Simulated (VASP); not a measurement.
Runs of VASP 6.6.1 on AlN. The structure is that of space group P6_3mc (No. 186), or close to it. The cells are those of the table. 

```csv
task,cell,gap on the mesh (eV),pressure (GPa)
relaxation of the atoms,"atoms relaxed from a = 3.224, b = 3.224, c = 4.816 Å, angles 90.0, 90.0, 120.0°, 4 atoms",3.49,-4.7
single point,"a = 3.224, b = 3.224, c = 4.816 Å, angles 90.0, 90.0, 120.0°, 4 atoms",3.49,-4.7
single point,"a = 3.161, b = 3.161, c = 5.218 Å, angles 90.0, 90.0, 120.0°, 4 atoms",3.62,(c)
relaxation of the atoms,"atoms relaxed from a = 3.192, b = 3.193, c = 5.017 Å, angles 90.0, 90.0, 120.0°, 4 atoms",3.61,-7.5
single point,"a = 3.099, b = 3.099, c = 5.418 Å, angles 90.0, 90.0, 120.0°, 4 atoms",3.29,(b)
single point,"a = 3.036, b = 3.036, c = 5.619 Å, angles 90.0, 90.0, 120.0°, 4 atoms",(a),-6.4
single point,"a = 3.099, b = 3.099, c = 5.017 Å, angles 90.0, 90.0, 120.0°, 4 atoms",4.27,4.0
relaxation of the atoms,"atoms relaxed from a = 3.224, b = 3.224, c = 4.415 Å, angles 90.0, 90.0, 120.0°, 4 atoms",3.54,7.7
```

Alike in all rows: level PBE; potentials or basis VASP PAW PBE potentials, release 64 (Al, N); no spin polarisation; k mesh 9 × 9 × 6; cutoff (eV) 520; smearing gaussian 0.05 eV.

**Question.** Estimate the missing entries.

**Answer.** (a) 2.78; (b) -9.0; (c) -10.1.

A k mesh can miss the band edges.
